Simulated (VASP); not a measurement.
The system is NbSiO4.

```
Nb Si O
1.0
     3.26708    0.00000    0.00000
     0.00000    3.26708    0.00000
     0.00000    0.00000    5.74210
Nb Si O
1 1 4
Cartesian
  1.6335 1.6335 2.8710
  0.0000 0.0000 0.0000
  1.6335 0.0000 0.0000
  0.0000 1.6335 0.0000
  0.0000 0.0000 1.5716
  0.0000 0.0000 4.1705
```

The cell was built from a structure type or drawn by symmetry, and may not be a known phase.

Base run:

| Item | Value |
| --- | --- |
| Program | VASP 6.6.1 |
| Functional | PBE |
| Potentials or basis | VASP PAW PBE potentials, release 64 (Nb_sv, Si, O) |
| Cutoff | 520 eV |
| k mesh | 6 × 6 × 4 |
| Occupations | gaussian, width 0.1 eV |
| Spin | collinear spin |
| Starting moments | [0.63, 0.0, 0.02, 0.02, -0.02, -0.02] μB |

Its results: pressure 20.5 GPa; largest force 10.720 eV/Å.

Q: The run is repeated on the same cell with these changes: spin from collinear spin to no spin polarisation; further incar settings from ALGO = Normal; EDIFF = 1e-06; NBANDS = 34 to ALGO = Normal; EDIFF = 1e-06; NBANDS = 30. What comes out?

A: Pressure 19.9 GPa; largest force 10.435 eV/Å.

Caveats: the cell stands under pressure; forces of over 1 eV/Å act on the atoms, so gaps and moduli don't describe the material at rest (at least some runs); an odd number of electrons without spin polarisation forces a metal (at least some runs); a magnetic or distorted state may lie lower (at least some runs).
